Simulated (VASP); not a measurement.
# ZnO (P6_3mc) in VASP: further runs, part 2 of 2

VASP 6.6.1.

## 4. Single point, PBEsol (biaxial strain in the a-b plane: +6.0 %, then relaxed in part)

File INCAR:

```
PREC = Accurate ; ENCUT = 520
EDIFF = 1E-6 ; ISMEAR = 0
SIGMA = 0.02 ; LREAL = F
LASPH = T ; NELM = 100
ALGO = Normal ; ISIF = 2
LWAVE = F ; LCHARG = F
GGA = PS ; NBANDS = 26
```

File KPOINTS:

```
Automatic mesh
0
Gamma
  9 9 6
```

File POSCAR:

```
ZnO
1.0
    3.4243477572      0.0000000000      0.0000000000
   -1.7121738786      2.9655721491      0.0000000000
    0.0000000000      0.0000000000      4.8235878671
Zn O
2 2
Direct
    0.6666666667      0.3333333333      0.4814924203
    0.3333333333      0.6666666667     -0.0185075797
    0.6666666667      0.3333333333      0.8988175797
    0.3333333333      0.6666666667      0.3988175797
```

Potentials or basis: VASP PAW PBE potentials, release 64 (Zn, O).

Started as:

```console
$ cat potpaw_PBE.64/Zn/POTCAR potpaw_PBE.64/O/POTCAR > POTCAR
$ mpirun -np 1 vasp_std > vasp.out
```

OUTCAR:

```text
PREC = Accurate
   ENCUT = 520
   EDIFF = 1E-6
   ISMEAR = 0
   LREAL = F
   LASPH = T
   NELM = 100
   ISIF = 2
   GGA = PS

 ion  position               nearest neighbor table
   1  0.667  0.333  0.481-   3 2.01   4 2.02   4 2.02   4 2.02
   2  0.333  0.667  0.981-   4 2.01   3 2.02   3 2.02   3 2.02
   3  0.667  0.333  0.899-   1 2.01   2 2.02   2 2.02   2 2.02
   4  0.333  0.667  0.399-   2 2.01   1 2.02   1 2.02   1 2.02

  LATTYP: Found a hexagonal cell.
 ALAT       =     3.4243477572
 C/A-ratio  =     1.4086150733

  Lattice vectors:

 A1 = (   3.4243477572,   0.0000000000,   0.0000000000)
 A2 = (  -1.7121738786,   2.9655721491,   0.0000000000)
 A3 = (   0.0000000000,   0.0000000000,   4.8235878671)

Analysis of symmetry for initial positions (statically):
=====================================================================
 Subroutine PRICEL returns:
 Original cell was already a primitive cell.

 Routine SETGRP: Setting up the symmetry group for a
 hexagonal supercell.

 Subroutine GETGRP returns: Found 12 space group operations
 (whereof  6 operations were pure point group operations)
 out of a pool of 24 trial point group operations.

The static configuration has the point symmetry C_3v.
 The point group associated with its full space group is C_6v.

Analysis of symmetry for dynamics (positions and initial velocities):
=====================================================================
 Subroutine PRICEL returns:
 Original cell was already a primitive cell.

 Routine SETGRP: Setting up the symmetry group for a
 hexagonal supercell.

 Subroutine GETGRP returns: Found 12 space group operations
 (whereof  6 operations were pure point group operations)
 out of a pool of 24 trial point group operations.

The dynamic configuration has the point symmetry C_3v.
 The point group associated with its full space group is C_6v.

 Subroutine INISYM returns: Found 12 space group operations
 (whereof  6 operations are pure point group operations),
[... 119 lines left out ...]
     AMIX     =   0.40;   BMIX     =  1.00
     AMIX_MAG =   1.60;   BMIX_MAG =  1.00
  volume/ion in A,a.u.               =      12.25        82.64
  Fermi-wavevector in a.u.,A,eV,Ry     =   1.477373  2.791830 29.696496  2.182631
  Thomas-Fermi vector in A             =   2.591785
   LORBIT       =      0    0 simple, 1 ext, 2 COOP (PROOUT), +10 PAW based schemes
   GGA     = PS    functional components
   LHFCALC =     F    Hartree Fock is set to
   AEXX    =    0.0000 exact exchange contribution
   IVDW    =     0    specifies the selected vdW correction
   LEPSILON=     F    determine dielectric tensor
   LRPA    =     F    only Hartree local field effects (RPA)
 non-spin polarized calculation
 Gauss-broadening in eV      SIGMA  =   0.02
  energy-cutoff  :      520.00
  volume of cell :       48.98
 maximum number of plane-waves:      1338
 NGX is ok and might be reduce to    28
   NGX = 13   NGY = 13   NGZ = 17

 number of electron      35.9999993 magnetization

 Free energy of the ion-electron system (eV)
  ---------------------------------------------------
  ext. energy  EPLUGINS =         0.00000000
  ---------------------------------------------------
  free energy    TOTEN  =       -19.22466502 eV

  energy without entropy =      -19.22466502  energy(sigma->0) =      -19.22466502

 E-fermi :   0.8268     XC(G=0): -11.0378

 val. band max:        0.6753829392   @ k =   0.0000   0.0000   0.0000
 cond. band min:       1.4057138017   @ k =   0.0000   0.0000   0.0000
 fundamental gap:      0.7303308625
 Fermi energy:         0.8267572336

 k-point     1 :       0.0000    0.0000    0.0000
  band No.  band energies     occupation
      1     -16.9557      2.00000
      2     -16.0500      2.00000
      3      -4.7717      2.00000
      4      -4.7717      2.00000
      5      -4.7019      2.00000
      6      -4.7019      2.00000
[... 685 lines left out ...]
     25      13.9340      0.00000
     26      14.3399      0.00000

 [... further k-points ...]

------------------------ aborting loop because EDIFF is reached ----------------------------------------

  FORCE on cell =-STRESS in cart. coord.  units (eV):
  Direction    XX          YY          ZZ          XY          YZ          ZX
  --------------------------------------------------------------------------------------
  -------------------------------------------------------------------------------------
  Total       -2.8707363     -2.8707363      0.2614315      0.0000000      0.0000000      0.0000000
  in kB      -93.8960519    -93.8960519      8.5509032      0.0000000      0.0000000      0.0000000
  external PRESSURE =     -59.7470669 kB  Pullay stress =       0.0000000 kB

 VOLUME and BASIS-vectors are now :
 -----------------------------------------------------------------------------
  energy-cutoff  :      520.00
  volume of cell :       48.98
      direct lattice vectors                 reciprocal lattice vectors
     3.424347757  0.000000000  0.000000000     0.292026415  0.168601529  0.000000000
    -1.712173879  2.965572149  0.000000000     0.000000000  0.337203059  0.000000000
     0.000000000  0.000000000  4.823587867     0.000000000  0.000000000  0.207314561

 POSITION                                       TOTAL-FORCE (eV/Angst)
 -----------------------------------------------------------------------------------
      1.71217      0.98852      2.32252        -0.000000      0.000000     -0.021434
     -0.00000      1.97705      4.73431         0.000000      0.000000     -0.021434
      1.71217      0.98852      4.33553         0.000000     -0.000000      0.021434
     -0.00000      1.97705      1.92373        -0.000000      0.000000      0.021434
 -----------------------------------------------------------------------------------
    total drift:                                0.000001      0.000002      0.002593

  FREE ENERGIE OF THE ION-ELECTRON SYSTEM (eV)
  ---------------------------------------------------
  free  energy   TOTEN  =       -19.2246650162 eV

  energy  without entropy=      -19.2246650162  energy(sigma->0) =      -19.22466502
```

OSZICAR:

```text
N       E                     dE             d eps       ncg     rms          rms(c)
DAV:   1     0.293341752764E+03    0.29334E+03   -0.18203E+04  2528   0.200E+03
DAV:   2     0.977634162155E+01   -0.28357E+03   -0.26606E+03  2650   0.408E+02
DAV:   3    -0.214108270722E+02   -0.31187E+02   -0.30764E+02  2818   0.138E+02
DAV:   4    -0.220321955680E+02   -0.62137E+00   -0.61992E+00  2702   0.199E+01
DAV:   5    -0.220353479890E+02   -0.31524E-02   -0.31523E-02  2668   0.147E+00    0.130E+01
DAV:   6    -0.190950924560E+02    0.29403E+01   -0.55615E+00  3884   0.621E+01    0.824E+00
DAV:   7    -0.192803698167E+02   -0.18528E+00   -0.27830E+00  2578   0.162E+01    0.502E+00
DAV:   8    -0.192749639535E+02    0.54059E-02   -0.53482E-01  3320   0.707E+00    0.168E+00
DAV:   9    -0.192232763914E+02    0.51688E-01   -0.96512E-02  3558   0.619E+00    0.386E-01
DAV:  10    -0.192245708704E+02   -0.12945E-02   -0.35480E-02  2504   0.133E+00    0.989E-02
DAV:  11    -0.192246547188E+02   -0.83848E-04   -0.58399E-04  2796   0.405E-01    0.283E-02
DAV:  12    -0.192246632986E+02   -0.85798E-05   -0.15189E-04  3060   0.353E-01    0.155E-02
DAV:  13    -0.192246689307E+02   -0.56321E-05   -0.15841E-05  2790   0.768E-02    0.177E-02
DAV:  14    -0.192246650568E+02    0.38738E-05   -0.13172E-05  2714   0.307E-02    0.189E-03
DAV:  15    -0.192246650162E+02    0.40633E-07   -0.64169E-07  1456   0.767E-03
   1 F= -.19224665E+02 E0= -.19224665E+02  d E =-.613627E-29
```

stdout:

```text
POSCAR found type information on POSCAR ZnO
 POSCAR found :  2 types and       4 ions
 scaLAPACK will be used
 -----------------------------------------------------------------------------
|                                                                             |
|                                                                             |
|     You enforced a specific xc type in the INCAR file but a different       |
|     I HOPE YOU KNOW WHAT YOU ARE DOING!                                     |
|                                                                             |
 -----------------------------------------------------------------------------

 LDA part: xc-table for (Slater+PW92), standard interpolation
 POSCAR, INCAR and KPOINTS ok, starting setup
 FFT: planning ... GRIDC
 FFT: planning ... GRID_SOFT
 FFT: planning ... GRID
 WAVECAR not read
 entering main loop
```

It took 50 s on 1 thread of Intel Xeon Platinum 8375C at 2.90GHz (Ice Lake), shared host; peak memory 0.2 GiB.

Results:

```yaml
Free_energy: -19.2247 eV
Pressure: -6.0 GPa
Largest_force: 0.021 eV/Å
Band_gap_on_the_k_mesh: 0.73 eV, direct
```

Forces in eV/Å, atoms in the order of the input:
```
Zn   0.000  0.000 -0.021
Zn   0.000  0.000 -0.021
O    0.000  0.000  0.021
O    0.000  0.000  0.021
```

Levels at points of the mesh, in eV from the valence-band top:
```tsv
k point	band 14	band 15	band 16	band 17	band 18	band 19	band 20	band 21	band 22	band 23
(0.00, 0.00, 0.00)	-0.81	-0.81	-0.18	0.00	0.00	0.73	4.63	9.13	11.59	11.59
(0.00, 0.00, 0.50)	-2.00	-0.38	-0.38	-0.38	-0.38	3.65	3.65	10.68	10.68	11.79
```

Caveat: the cell differs from its parent crystal (biaxial strain in the a-b plane: +6.0 %, then relaxed in part); the PAW data sets were made with another functional, which shifts forces and pressure a little.

## 5. Single point, PBEsol

This run uses another cell than the first one, of 12.25 Å³/atom, 1.005 times its volume.

File INCAR:

```
SYSTEM = ZnO
  PREC = Accurate
  ENCUT = 520
  EDIFF = 1E-6
  ISMEAR = 0
  SIGMA = 0.02
  LREAL = .FALSE.
  LASPH = .TRUE.
  NELM = 80
  ALGO = Normal
  ISIF = 2
  LWAVE = .FALSE.
  LCHARG = .FALSE.
  GGA = PS
  NBANDS = 26
```

File KPOINTS:

```
regular mesh
0
G
  9 9 6
  0 0 0
```

POSCAR is that of step 4.

Started as:

```console
$ cat potpaw_PBE.64/Zn/POTCAR potpaw_PBE.64/O/POTCAR > POTCAR
$ mpirun -np 1 vasp_std > vasp.out
```

It took 52 s on 1 thread of Intel Xeon Platinum 8375C at 2.90GHz (Ice Lake), shared host; peak memory 0.2 GiB.

It converged, with:

- Free energy: -19.2247 eV
- Pressure: -6.0 GPa
- Largest force: 0.021 eV/Å
- Band gap on the k mesh: 0.73 eV, direct

Forces on the atoms (eV/Å):
```
Zn   0.000  0.000 -0.021
Zn   0.000  0.000 -0.021
O    0.000  0.000  0.021
O    0.000  0.000  0.021
```

Stress tensor (GPa, compression positive):
```
-9.39  0.00  0.00
 0.00 -9.39  0.00
 0.00  0.00  0.86
```

Levels at points of the mesh, in eV from the valence-band top:
```
           k point  band 16  band 17  band 18  band 19  band 20  band 21
(0.00, 0.00, 0.00)    -0.18     0.00     0.00     0.73     4.63     9.13
(0.00, 0.00, 0.50)    -0.38    -0.38    -0.38     3.65     3.65    10.68
```

Caveat: the PAW data sets were made with another functional, which shifts forces and pressure a little.
